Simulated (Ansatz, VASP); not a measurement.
**Two plane-wave programs on SiNi**

```
CELL_PARAMETERS angstrom
3.05528 0.00000 0.00000
0.00000 3.25831 0.00000
0.00000 0.00000 4.70939
ATOMIC_POSITIONS crystal
Si 0.50000 0.50000 0.84318
Si 0.00000 0.00000 0.15682
Ni 0.50000 0.50000 0.34231
Ni 0.00000 0.00000 0.65769
```

Alike in both runs: functional PBE; k mesh 14 × 12 × 10; occupations gaussian, width 0.1 eV; no spin polarisation.

Ansatz relaxed the structure, and its values are those at the end. VASP's run is a single point on that final structure, the one shown.

|  | VASP | Ansatz |
| --- | --- | --- |
| version | VASP 6.6.1 | Ansatz 0.2.0 |
| potentials or method | VASP PAW PBE potentials, release 64 (Si, Ni), cutoff 520 eV | scalar-relativistic, plane waves, PAW |
| valence electrons in the cell | 28 | 44 |

|  | VASP | Ansatz | Ansatz less VASP |
| --- | --- | --- | --- |
| gap on the k mesh at the Fermi level (eV) | none | none | - |
| pressure (GPa) | 0.0 | 0.0 | -0.07 |
| rms of the force components (eV/Å) | 0.004 | 0.001 | -0.0028 |

A gap of «none» marks a metal or a gap that the smearing closes. With one functional, cell and mesh, what is left measures potentials, basis and numerics. VASP's potentials hold 28 valence electrons a cell and Ansatz's 44, so a difference there can come from the potentials and not from the codes.
